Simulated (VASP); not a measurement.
Input of a VASP 6.6.1 run:

INCAR

```
SYSTEM = CaMgPdC6N6
PREC = Accurate
ENCUT = 520
EDIFF = 1E-7
ISMEAR = 0
SIGMA = 0.1
LREAL = Auto
LASPH = .True.
NELM = 100
ALGO = Normal
ISIF = 2
LWAVE = .False.
LCHARG = .True.
GGA = PE
LELF = .True.
LVHAR = .True.
NBANDS = 51
```

The input KPOINTS:

```
regular mesh
0
Gamma
  4 4 4
  0 0 0
```

Contents of POSCAR:

```
CaMgPdC6N6
1.0
    0.0000000000      5.6547931310      5.6547931310
    5.6547931310      0.0000000000      5.6547931310
    5.6547931310      5.6547931310      0.0000000000
Ca Mg Pd C N
1 1 1 6 6
Direct
    0.5000000000      0.5000000000      0.5000000000
    0.7500000000      0.7500000000      0.7500000000
    0.0000000000      0.0000000000      0.0000000000
    0.8214685359      0.1785314641      0.1785314641
    0.1785314641      0.1785314641      0.8214685359
    0.8214685359      0.1785314641      0.8214685359
    0.1785314641      0.8214685359      0.8214685359
    0.8214685359      0.8214685359      0.1785314641
    0.1785314641      0.8214685359      0.1785314641
    0.7187250609      0.2812749391      0.2812749391
    0.2812749391      0.2812749391      0.7187250609
    0.7187250609      0.2812749391      0.7187250609
    0.2812749391      0.7187250609      0.7187250609
    0.7187250609      0.7187250609      0.2812749391
    0.2812749391      0.7187250609      0.2812749391
```

Potentials or basis: VASP PAW PBE potentials, release 64 (Ca_sv, Mg, Pd, C, N).

Run with:

```bash
$ cat potpaw_PBE.64/Ca_sv/POTCAR potpaw_PBE.64/Mg/POTCAR potpaw_PBE.64/Pd/POTCAR potpaw_PBE.64/C/POTCAR potpaw_PBE.64/N/POTCAR > POTCAR
$ mpirun -np 1 vasp_std > vasp.out
```

Q: What does it give for the pressure?

A: 0.3 GPa.

Q: Estimate the band gap on the k mesh.

A: 0.17 eV.

Q: What does it give for the largest force?

A: 0.486 eV/Å.

Forces in eV/Å, atoms in the order of the input:
```
Ca   0.000  0.000  0.000
Mg   0.000  0.000  0.000
Pd   0.000  0.000  0.000
C   -0.486  0.000  0.000
C    0.000  0.000 -0.486
C    0.000  0.486  0.000
C    0.486  0.000  0.000
C    0.000  0.000  0.486
C    0.000 -0.486  0.000
N    0.437  0.000  0.000
N    0.000  0.000  0.437
N    0.000 -0.437  0.000
N   -0.437  0.000  0.000
N    0.000  0.000 -0.437
N    0.000  0.437  0.000
```

A k mesh can miss the band edges.
